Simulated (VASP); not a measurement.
Ni: single point with PBEsol

The system is Ni.

```xyz
1
Lattice="2.4496 0.0000 0.0000 1.2248 2.1214 0.0000 1.2248 0.7071 2.0001" Properties=species:S:1:pos:R:3 pbc="T T T"
Ni    0.0000    0.0000    0.0000
```

| Property | Result |
| --- | --- |
| Program | VASP 6.6.1 |
| Task | single point |
| Functional | PBEsol |
| Potentials or basis | VASP PAW PBE potentials, release 64 (Ni) |
| Cutoff | 520 eV |
| k mesh | 8 × 8 × 8 |
| Occupations | gaussian, width 0.05 eV |
| Spin | collinear spin, ferromagnetic start |
| Starting moments | [1.5] μB |
| Dipole correction | no |
| Further INCAR settings | ALGO = Normal; EDIFF = 1e-07; NBANDS = 15 |

```
Pressure                                              : 0.0 GPa
Net moment                                            : 0.70 μB per cell
Site moments                                          : Ni +0.70 μB
Valence electrons inside the program's atomic spheres : Ni 9.40
```

Levels at points of the mesh, in eV from the Fermi level:
Spin up:
```tsv
k point	band 3	band 4	band 5	band 6	band 7	band 8
(0.00, 0.00, 0.00)	-2.59	-2.59	-1.36	-1.36	24.10	28.29
(0.50, 0.00, 0.00)	-2.59	-0.63	-0.63	-0.42	5.95	22.57
(0.50, 0.50, 0.00)	-0.60	-0.48	-0.48	2.43	9.59	15.20
```
Spin down:
```
           k point  band 2  band 3  band 4  band 5  band 6  band 7  band 8  band 9
(0.00, 0.00, 0.00)   -1.80   -1.80   -1.80   -0.66   -0.66   24.00   28.31   28.31
(0.50, 0.00, 0.00)   -1.90   -1.90   -0.43    0.19    0.19    6.42   22.48   25.54
(0.50, 0.50, 0.00)   -3.83    0.13    0.42    0.42    2.44    9.90   15.25   15.25
```

It took 12 s on 1 thread of Intel(R) Xeon(R) Platinum 8488C (Sapphire Rapids), on a shared host, peak memory 0.12 GiB.

Caveat: the k points lie up to 0.39 Å⁻¹ apart; the PAW data sets were made with another functional, which shifts forces and pressure a little.
